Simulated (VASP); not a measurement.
# TaN (P-6m2) in VASP: a series of runs

The runs below take TaN through single point, with PBEsol.

Everything below comes from runs of VASP 6.6.1. Logs are shortened: lines on timing, memory, paths and dates and some standing lists are left out, and cuts for length are marked.

### Step 1. The cell of the first run

It takes space group P-6m2 (No. 187, hexagonal). The conventional cell has a = 2.924 Å, b = 2.924 Å, c = 2.871 Å, α = 90.00°, β = 90.00°, γ = 120.00°. Within 2.9 Å of Ta (site symmetry -6m2) lie 6 N at 2.22 Å and 2 Ta at 2.87 Å. Within 2.9 Å of N (site symmetry -6m2) lie 6 Ta at 2.22 Å and 2 N at 2.87 Å.

### Step 2. Single point, PBEsol

INCAR

```
  PREC = Accurate
  ENCUT = 520
  EDIFF = 1E-7
  ISMEAR = 0
  SIGMA = 0.1
  LREAL = F
  LASPH = T
  NELM = 60
  ALGO = Normal
  ISIF = 2
  LWAVE = F
  LCHARG = F
  GGA = PS
  NBANDS = 15
```

KPOINTS

```
Automatic mesh
0
Gamma
  12 12 12
```

POSCAR

```
TaN
1.0
    2.9239890448      0.0000000000      0.0000000000
   -1.4619945224      2.5322487932      0.0000000000
    0.0000000000      0.0000000000      2.8707276426
Ta N
1 1
Direct
    0.3333333333      0.6666666667      0.5000000000
    0.0000000000      0.0000000000      0.0000000000
```

Potentials or basis: VASP PAW PBE potentials, release 64 (Ta_pv, N).

Run with:

```
> cat potpaw_PBE.64/Ta_pv/POTCAR potpaw_PBE.64/N/POTCAR > POTCAR
> mpirun -np 1 vasp_std > vasp.out
```

OUTCAR:

```text
PREC = Accurate
   ENCUT = 520
   EDIFF = 1E-7
   ISMEAR = 0
   LREAL = F
   LASPH = T
   NELM = 60
   ISIF = 2
   GGA = PS

 ion  position               nearest neighbor table
   1  0.333  0.667  0.500-   2 2.22   2 2.22   2 2.22   2 2.22   2 2.22   2 2.22
   2  0.000  0.000  0.000-   1 2.22   1 2.22   1 2.22   1 2.22   1 2.22   1 2.22

  LATTYP: Found a hexagonal cell.
 ALAT       =     2.9239890448
 C/A-ratio  =     0.9817846779

  Lattice vectors:

 A1 = (   2.9239890448,   0.0000000000,   0.0000000000)
 A2 = (  -1.4619945224,   2.5322487932,   0.0000000000)
 A3 = (   0.0000000000,   0.0000000000,   2.8707276426)

Analysis of symmetry for initial positions (statically):
=====================================================================
 Subroutine PRICEL returns:
 Original cell was already a primitive cell.

 Routine SETGRP: Setting up the symmetry group for a
 hexagonal supercell.

 Subroutine GETGRP returns: Found 12 space group operations
 (whereof 12 operations were pure point group operations)
 out of a pool of 24 trial point group operations.

The static configuration has the point symmetry D_3h.

Analysis of symmetry for dynamics (positions and initial velocities):
=====================================================================
 Subroutine PRICEL returns:
 Original cell was already a primitive cell.

 Routine SETGRP: Setting up the symmetry group for a
 hexagonal supercell.

 Subroutine GETGRP returns: Found 12 space group operations
 (whereof 12 operations were pure point group operations)
 out of a pool of 24 trial point group operations.

The dynamic configuration has the point symmetry D_3h.

 Subroutine INISYM returns: Found 12 space group operations
 (whereof 12 operations are pure point group operations),
 and found     1 'primitive' translations

----------------------------------------------------------------------------------------

                                     Primitive cell

  volume of cell :      21.2556

  direct lattice vectors                    reciprocal lattice vectors
     2.923989045  0.000000000  0.000000000     0.341998545  0.197452952  0.000000000
    -1.461994522  2.532248793  0.000000000     0.000000000  0.394905904  0.000000000
     0.000000000  0.000000000  2.870727643     0.000000000  0.000000000  0.348343739

  length of vectors
     2.923989045  2.923989045  2.870727643     0.394905904  0.394905904  0.348343739

  position of ions in fractional coordinates (direct lattice)
     0.333333333  0.666666667  0.500000000
     0.000000000  0.000000000  0.000000000

  ion indices of the primitive-cell ions
   primitive index   ion index
                 1           1
                 2           2

----------------------------------------------------------------------------------------

 KPOINTS: Automatic mesh

Automatic generation of k-mesh.
 Grid dimensions read from file:
 generate k-points for:   12   12   12

 Generating k-lattice:

  Cartesian coordinates                     Fractional coordinates (reciprocal lattice)
     0.028499879  0.016454413  0.000000000     0.083333333  0.000000000  0.000000000
     0.000000000  0.032908825  0.000000000     0.000000000  0.083333333  0.000000000
     0.000000000  0.000000000  0.029028645     0.000000000  0.000000000  0.083333333

  Length of vectors
     0.032908825  0.032908825  0.029028645

  Shift w.r.t. Gamma in fractional coordinates (k-lattice)
     0.000000000  0.000000000  0.000000000

 Subroutine IBZKPT returns following result:
 ===========================================

 Found    133 irreducible k-points:

 Following reciprocal coordinates:
            Coordinates               Weight
  0.000000  0.000000  0.000000      1.000000
  0.083333  0.000000  0.000000      6.000000
  0.166667  0.000000  0.000000      6.000000
  0.250000  0.000000  0.000000      6.000000
  0.333333  0.000000  0.000000      6.000000
  0.416667  0.000000  0.000000      6.000000
[... 16 lines left out ...]
  0.250000  0.000000  0.083333     12.000000
  0.333333  0.000000  0.083333     12.000000
 [... further k-points ...]
   k-points           NKPTS =    133   k-points in BZ     NKDIM =    133   number of bands    NBANDS=     15
   number of dos      NEDOS =    301   number of ions     NIONS =      2
   total plane-waves  NPLWV =  13824
   dimension x,y,z NGX =    24 NGY =   24 NGZ =   24
   dimension x,y,z NGXF=    48 NGYF=   48 NGZF=   48
   ions per type =               1   1
   NGX,Y,Z   is equivalent  to a cutoff of  13.65, 13.65, 13.90 a.u.
   NGXF,Y,Z  is equivalent  to a cutoff of  27.29, 27.29, 27.80 a.u.
 SYSTEM =  unknown system
   PREC   = accura    normal or accurate (medium, high low for compatibility)
   ISTART =      0    job   : 0-new  1-cont  2-samecut
   ICHARG =      2    charge: 1-file 2-atom 10-const
   ISPIN  =      1    spin polarized calculation?
   LNONCOLLINEAR =      F non collinear calculations
   LSORBIT =      F    spin-orbit coupling
   LASPH  =      T    aspherical Exc in radial PAW
   ENCUT  =  520.0 eV  38.22 Ry    6.18 a.u.   5.44  5.44  5.34*2*pi/ulx,y,z
   NELM   =     60;   NELMIN=  2; NELMDL= -5     # of ELM steps
   EDIFF  = 0.1E-06   stopping-criterion for ELM
   LREAL  =      F    real-space projection
   EDIFFG = 0.1E-05   stopping-criterion for IOM
   NSW    =      0    number of steps for IOM
   IBRION =     -1    ionic relax: 0-MD 1-quasi-New 2-CG
   NFREE  =      0    steps in history (QN), initial steepest desc. (CG)
   ISIF   =      2    stress and relaxation
   ISYM   =      2    0-nonsym 1-usesym 2-fastsym
   POTIM  = 0.5000    time-step for ionic-motion
   TEBEG  =    0.0;   TEEND  =   0.0 temperature during run
   PSTRESS=    0.0 pullay stress
   NELECT =      16.0000    total number of electrons
   NUPDOWN=      -1.0000    fix difference up-down
   EMIN   =  10.00;   EMAX   =-10.00  energy-range for DOS
   EFERMI =   0.00;   METHOD = LEGACY
   ISMEAR =     0;   SIGMA  =   0.10  broadening in eV -4-tet -1-fermi 0-gaus
   EFERMI_NEDOS =   21; number of points for ismear=-14 and -15
   IALGO  =     38    algorithm
   IMIX   =      4    mixing-type and parameters
     AMIX     =   0.40;   BMIX     =  1.00
     AMIX_MAG =   1.60;   BMIX_MAG =  1.00
  volume/ion in A,a.u.               =      10.63        71.72
  Fermi-wavevector in a.u.,A,eV,Ry     =   1.489213  2.814204 30.174390  2.217755
  Thomas-Fermi vector in A             =   2.602150
   LORBIT       =      0    0 simple, 1 ext, 2 COOP (PROOUT), +10 PAW based schemes
   GGA     = PS    functional components
   LHFCALC =     F    Hartree Fock is set to
   AEXX    =    0.0000 exact exchange contribution
   IVDW    =     0    specifies the selected vdW correction
   LEPSILON=     F    determine dielectric tensor
   LRPA    =     F    only Hartree local field effects (RPA)
 non-spin polarized calculation
 Gauss-broadening in eV      SIGMA  =   0.10
  energy-cutoff  :      520.00
  volume of cell :       21.26
 maximum number of plane-waves:       599
 NGX is ok and might be reduce to    24
   NGX = 11   NGY = 11   NGZ = 11

 number of electron      16.0000000 magnetization

 Free energy of the ion-electron system (eV)
  ---------------------------------------------------
  ext. energy  EPLUGINS =         0.00000000
  ---------------------------------------------------
  free energy    TOTEN  =       -23.80614672 eV

  energy without entropy =      -23.80588237  energy(sigma->0) =      -23.80601454

 E-fermi :   8.2855     XC(G=0): -13.5810

 val. band max:        8.1841263950   @ k =   0.0000   0.0000   0.4167
 cond. band min:       8.3780191943   @ k =   0.0833   0.0000   0.5000
 fundamental gap:      0.1938927993
 Fermi energy:         8.2854631341

 k-point     1 :       0.0000    0.0000    0.0000
  band No.  band energies     occupation
      1     -26.5028      2.00000
      2     -26.2281      2.00000
      3     -26.2281      2.00000
      4      -9.6046      2.00000
      5       3.6170      2.00000
      6       3.6170      2.00000
      7       3.9451      2.00000
      8       5.3088      2.00000
      9      10.5610      0.00000
     10      11.8966      0.00000
     11      11.8966      0.00000
     12      12.2955      0.00000
     13      12.2955      0.00000
     14      21.3347      0.00000
     15      21.7378      0.00000

 k-point     2 :       0.0833    0.0000    0.0000
  band No.  band energies     occupation
      1     -26.4927      2.00000
      2     -26.3079      2.00000
      3     -26.2450      2.00000
      4      -9.4551      2.00000
      5       3.1780      2.00000
      6       3.7296      2.00000
      7       4.1582      2.00000
      8       5.0957      2.00000
      9      11.0838      0.00000
     10      11.5922      0.00000
     11      11.9186      0.00000
     12      12.2191      0.00000
     13      12.4918      0.00000
     14      21.3201      0.00000
     15      21.7256      0.00000

 k-point     3 :       0.1667    0.0000    0.0000
  band No.  band energies     occupation
      1     -26.5205      2.00000
      2     -26.4650      2.00000
      3     -26.2909      2.00000
      4      -9.0435      2.00000
      5       2.2718      2.00000
      6       4.0291      2.00000
      7       4.5756      2.00000
      8       4.6242      2.00000
      9      10.8668      0.00000
     10      12.0173      0.00000
     11      12.0286      0.00000
     12      12.3514      0.00000
     13      12.9230      0.00000
     14      21.3004      0.00000
     15      21.7068      0.00000
[... 343 lines left out ...]
 k-point    23 :       0.2500    0.0000    0.0833
  band No.  band energies     occupation
      1     -26.7912      2.00000
      2     -26.4911      2.00000
      3     -26.3466      2.00000
      4      -8.3788      2.00000
      5       1.3770      2.00000
      6       3.5624      2.00000
      7       4.3543      2.00000
      8       5.3925      2.00000
      9      10.5467      0.00000
     10      11.0835      0.00000
     11      12.7287      0.00000
     12      13.0335      0.00000
     13      14.3579      0.00000
     14      21.2440      0.00000
     15      21.6904      0.00000

 k-point    24 :       0.3333    0.0000    0.0833
  band No.  band energies     occupation
      1     -27.0555      2.00000
      2     -26.4509      2.00000
      3     -26.4075      2.00000
      4      -7.8182      2.00000
      5       0.5734      2.00000
      6       3.2159      2.00000
      7       4.6121      2.00000
      8       5.3795      2.00000
      9      10.9232      0.00000
     10      11.3067      0.00000
     11      12.9821      0.00000
     12      13.2162      0.00000
     13      15.2861      0.00000
     14      21.4717      0.00000
     15      21.7486      0.00000

 [... further k-points ...]
[... 5 lines left out ...]
  --------------------------------------------------------------------------------------
  -------------------------------------------------------------------------------------
  Total        0.0988617      0.0988617      0.1376057      0.0000000      0.0000000     -0.0000000
  in kB        7.4518601      7.4518601     10.3722484      0.0000000      0.0000000     -0.0000000
  external PRESSURE =       8.4253229 kB  Pullay stress =       0.0000000 kB

 VOLUME and BASIS-vectors are now :
 -----------------------------------------------------------------------------
  energy-cutoff  :      520.00
  volume of cell :       21.26
      direct lattice vectors                 reciprocal lattice vectors
     2.923989045  0.000000000  0.000000000     0.341998545  0.197452952  0.000000000
    -1.461994522  2.532248793  0.000000000     0.000000000  0.394905904  0.000000000
     0.000000000  0.000000000  2.870727643     0.000000000  0.000000000  0.348343739

 POSITION                                       TOTAL-FORCE (eV/Angst)
 -----------------------------------------------------------------------------------
     -0.00000      1.68817      1.43536         0.000000      0.000000      0.000000
      0.00000      0.00000      0.00000        -0.000000      0.000000      0.000000
 -----------------------------------------------------------------------------------
    total drift:                                0.000000     -0.000000     -0.000000

  FREE ENERGIE OF THE ION-ELECTRON SYSTEM (eV)
  ---------------------------------------------------
  free  energy   TOTEN  =       -23.8061467169 eV

  energy  without entropy=      -23.8058823692  energy(sigma->0) =      -23.80601454
```

Wall time 22 s (1 thread of AMD EPYC 9R45 (Zen 5), shared host); peak memory 0.14 GiB.

What came out:

```
Free energy            : -23.8061 eV
Pressure               : 0.8 GPa
Band gap on the k mesh : zero (band 8 reaches 8.45 eV, above the bottom of band 9 at 8.13 eV)
```

Stress tensor (GPa, compression positive):
```
0.75 0.00 0.00
0.00 0.75 0.00
0.00 0.00 1.04
```

Levels at points of the mesh, in eV from the Fermi level:
```csv
k point,band 4,band 5,band 6,band 7,band 8,band 9,band 10,band 11,band 12,band 13
"(0.00, 0.00, 0.00)",-17.89,-4.67,-4.67,-4.34,-2.98,2.28,3.61,3.61,4.01,4.01
"(0.50, 0.00, 0.00)",-15.51,-8.44,-5.32,-3.61,-3.24,2.99,4.08,5.24,5.36,7.50
"(0.00, 0.00, 0.50)",-15.12,-9.52,-3.84,-3.84,-0.16,-0.16,2.43,3.30,3.30,8.22
"(0.50, 0.00, 0.50)",-15.85,-7.47,-6.30,-5.82,-0.37,4.21,5.42,6.14,7.17,10.30
```

Caveat: the PAW data sets were made with another functional, which shifts forces and pressure a little; spin-orbit coupling is left out, which moves the levels of the heavy elements.

### Step 3. Single point, PBEsol

This run uses another cell than the first one, of 10.30 Å³/atom, 0.969 times its volume.

INCAR

```
SYSTEM = TaN
PREC = Accurate ; ENCUT = 520
EDIFF = 1E-6 ; ISMEAR = -1
SIGMA = 0.15 ; LREAL = .FALSE.
LASPH = .TRUE. ; NELM = 60
ALGO = Normal ; ISIF = 2
LWAVE = .FALSE. ; LCHARG = .FALSE.
GGA = PS ; NBANDS = 15
```

KPOINTS

```
regular mesh
0
G
  18 18 14
  0 0 0
```

POSCAR

```
TaN
1.0
    2.8922518690      0.0000000000      0.0000000000
   -1.4461259345      2.5047635927      0.0000000000
    0.0000000000      0.0000000000      2.8443969632
Ta N
1 1
Direct
    0.3333333333      0.6666666667      0.5000000000
    0.0000000000      0.0000000000      0.0000000000
```

Potentials or basis: VASP PAW PBE potentials, release 64 (Ta_pv, N).

Run with:

```
> cat potpaw_PBE.64/Ta_pv/POTCAR potpaw_PBE.64/N/POTCAR > POTCAR
> mpirun -np 1 vasp_std > vasp.out
```

It took 62 s on 1 thread of Intel Xeon Platinum 8259CL at 2.50GHz (Skylake/Cascade Lake), shared host; peak memory 0.22 GiB.

Results (log left out):

```
Free energy            : -23.7810 eV
Pressure               : 13.0 GPa
Band gap on the k mesh : zero (band 8 reaches 8.80 eV, above the bottom of band 9 at 8.45 eV)
```

Stress tensor (GPa, compression positive):
```
12.93  0.00  0.00
 0.00 12.93  0.00
 0.00  0.00 13.16
```

Levels at points of the mesh, in eV from the Fermi level:
| k point | band 4 | band 5 | band 6 | band 7 | band 8 | band 9 | band 10 | band 11 | band 12 | band 13 |
| --- | --- | --- | --- | --- | --- | --- | --- | --- | --- | --- |
| (0.00, 0.00, 0.00) | -18.11 | -4.78 | -4.78 | -4.48 | -3.01 | 2.54 | 3.77 | 3.77 | 4.21 | 4.21 |
| (0.50, 0.00, 0.00) | -15.60 | -8.60 | -5.48 | -3.73 | -3.27 | 3.13 | 4.30 | 5.43 | 5.63 | 7.82 |
| (0.00, 0.00, 0.50) | -15.16 | -9.70 | -3.92 | -3.92 | -0.15 | -0.15 | 2.51 | 3.42 | 3.42 | 8.52 |
| (0.50, 0.00, 0.50) | -16.03 | -7.63 | -6.41 | -5.97 | -0.29 | 4.45 | 5.70 | 6.44 | 7.49 | 10.76 |

Caveat: the PAW data sets were made with another functional, which shifts forces and pressure a little; spin-orbit coupling is left out, which moves the levels of the heavy elements.

### Step 4. Single point, PBEsol

INCAR

```
SYSTEM = TaN
PREC = Accurate
ENCUT = 520
EDIFF = 1E-7
ISMEAR = -1
SIGMA = 0.15
LREAL = .FALSE.
LASPH = .TRUE.
NELM = 80
ALGO = Normal
ISIF = 2
LWAVE = .FALSE.
LCHARG = .FALSE.
GGA = PS
NBANDS = 15
```

KPOINTS

```
Automatic mesh
0
G
  18 18 14
  0 0 0
```

POSCAR

```
TaN
1.0
    2.9242701629      0.0000000000      0.0000000000
   -1.4621350814      2.5324922486      0.0000000000
    0.0000000000      0.0000000000      2.8701686366
Ta N
1 1
Direct
    0.3333333333      0.6666666667      0.5000000000
    0.0000000000      0.0000000000      0.0000000000
```

Run with:

```
> cat potpaw_PBE.64/Ta_pv/POTCAR potpaw_PBE.64/N/POTCAR > POTCAR
> mpirun -np 1 vasp_std > vasp.out
```

Run time: 51 s. Hardware: 1 thread of Intel Xeon Platinum 8259CL at 2.50GHz (Skylake/Cascade Lake), shared host; peak memory 0.22 GiB.

The run converged. Its results:

```
Free energy            : -23.8090 eV
Pressure               : 0.9 GPa
Band gap on the k mesh : zero (band 8 reaches 8.48 eV, above the bottom of band 9 at 8.13 eV)
```

Stress tensor (GPa, compression positive):
```
0.78 0.00 0.00
0.00 0.78 0.00
0.00 0.00 0.98
```

Levels at points of the mesh, in eV from the Fermi level:
| k point | band 4 | band 5 | band 6 | band 7 | band 8 | band 9 | band 10 | band 11 | band 12 | band 13 |
| --- | --- | --- | --- | --- | --- | --- | --- | --- | --- | --- |
| (0.00, 0.00, 0.00) | -17.87 | -4.65 | -4.65 | -4.32 | -2.95 | 2.29 | 3.63 | 3.63 | 4.03 | 4.03 |
| (0.50, 0.00, 0.00) | -15.49 | -8.42 | -5.30 | -3.58 | -3.22 | 3.01 | 4.10 | 5.26 | 5.38 | 7.52 |
| (0.00, 0.00, 0.50) | -15.10 | -9.50 | -3.82 | -3.82 | -0.13 | -0.13 | 2.45 | 3.32 | 3.32 | 8.23 |
| (0.50, 0.00, 0.50) | -15.83 | -7.45 | -6.28 | -5.80 | -0.35 | 4.23 | 5.45 | 6.17 | 7.19 | 10.32 |

Caveat: the PAW data sets were made with another functional, which shifts forces and pressure a little; spin-orbit coupling is left out, which moves the levels of the heavy elements.

### Step 5. The runs side by side

```tsv
cell	k mesh	smearing	gap on the mesh (eV)	pressure (GPa)
a = 2.924, b = 2.924, c = 2.871 Å, angles 90.0, 90.0, 120.0°, 2 atoms	12 × 12 × 12	gaussian 0.1 eV	none	0.8
a = 2.892, b = 2.892, c = 2.844 Å, angles 90.0, 90.0, 120.0°, 2 atoms	18 × 18 × 14	fermi-dirac 0.15 eV	none	13.0
a = 2.924, b = 2.924, c = 2.870 Å, angles 90.0, 90.0, 120.0°, 2 atoms	18 × 18 × 14	fermi-dirac 0.15 eV	none	0.9
```

Alike in all rows: task single point; level PBEsol; potentials or basis VASP PAW PBE potentials, release 64 (Ta_pv, N); no spin polarisation; cutoff (eV) 520.

Caveats: the PAW data sets were made with another functional, which shifts forces and pressure a little; spin-orbit coupling is left out, which moves the levels of the heavy elements.

Total energies depend on the potentials used, so only differences within one code and one set of settings carry meaning.
